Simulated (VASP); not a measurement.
ZnAu, 2 atoms in the cell. Symmetry: Amm2, No. 38, orthorhombic system. The conventional cell has a = 3.147 Å, b = 4.451 Å, c = 4.451 Å, α = 90.00°, β = 90.00°, γ = 90.00°. Zn (site symmetry mm2) has 8 Au at 2.49 to 2.98 Å and 6 Zn at 3.15 Å within 3.3 Å. Au (site symmetry mm2) has 8 Zn at 2.49 to 2.98 Å and 6 Au at 3.15 Å within 3.3 Å.  This cell differs from its parent crystal: all Au atoms moved -0.300 Å, as atom 2 along Cartesian [1 -1 0].

* Program: VASP 6.6.1
* Task: single point
* Functional: PBEsol
* Potentials or basis: VASP PAW PBE potentials, release 64 (Zn, Au)
* Cutoff: 520 eV
* k mesh: 16 × 16 × 16
* Occupations: gaussian, width 0.15 eV
* Spin: no spin polarisation
* Dipole correction: no
* Further INCAR settings: ALGO = Fast; EDIFF = 1e-06; NBANDS = 18

Potentials or basis: VASP PAW PBE potentials, release 64 (Zn, Au).

The run is started by

```bash
$ cat potpaw_PBE.64/Zn/POTCAR potpaw_PBE.64/Au/POTCAR > POTCAR
$ mpirun -np 1 vasp_std > vasp.out
```

Hardware: 1 thread of Intel Xeon 6975P-C, on a shared host.

Problem. How long does it take, and how much memory?

Solution. Wall time 2.4 min on 1 thread of Intel Xeon 6975P-C (shared host), peak memory 0.47 GiB. Counts: scf iterations 14, k points 657.
